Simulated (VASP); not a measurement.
Write the native input for VASP 6.6.1 that does the following.

```
Task                   : single point
Functional             : PBEsol
Potentials or basis    : VASP PAW PBE potentials, release 64 (Mg, O)
Cutoff                 : 600 eV
k mesh                 : 10 × 10 × 10
Occupations            : gaussian, width 0.01 eV
Spin                   : no spin polarisation
Dipole correction      : no
Further INCAR settings : ALGO = Normal; EDIFF = 1e-06; NBANDS = 11
```

The structure of MgO lies in POSCAR:

```
MgO
1.0
    0.0000000000      2.1071526445      2.1071526445
    2.1071526445      0.0000000000      2.1071526445
    2.1071526445      2.1071526445      0.0000000000
Mg O
1 1
Direct
    0.0000000000      0.0000000000      0.0000000000
    0.5000000000      0.5000000000      0.5000000000
```

The input as run:

INCAR

```
ALGO = Normal ; EDIFF = 1E-6
ENCUT = 600 ; GGA = PS
GGA_COMPAT = F ; ISIF = 2
ISMEAR = 0 ; LASPH = T
LCHARG = F ; LREAL = F
LWAVE = F ; NBANDS = 11
NELM = 120 ; PREC = Accurate
SIGMA = 0.01
```

KPOINTS

```
k-points
0
Gamma
  10 10 10
```

Potentials or basis: VASP PAW PBE potentials, release 64 (Mg, O).

The run is started by

```sh
$ cat potpaw_PBE.64/Mg/POTCAR potpaw_PBE.64/O/POTCAR > POTCAR
$ mpirun -np 1 vasp_std > vasp.out
```

Results of the run:

* Pressure: -0.7 GPa
* Band gap on the k mesh: 4.62 eV

Caveat: the PAW data sets were made with another functional, which shifts forces and pressure a little.

It took 9.1 s on 1 thread of Intel(R) Xeon(R) Platinum 8559C (Emerald Rapids), with other jobs on the host, peak memory 0.14 GiB.
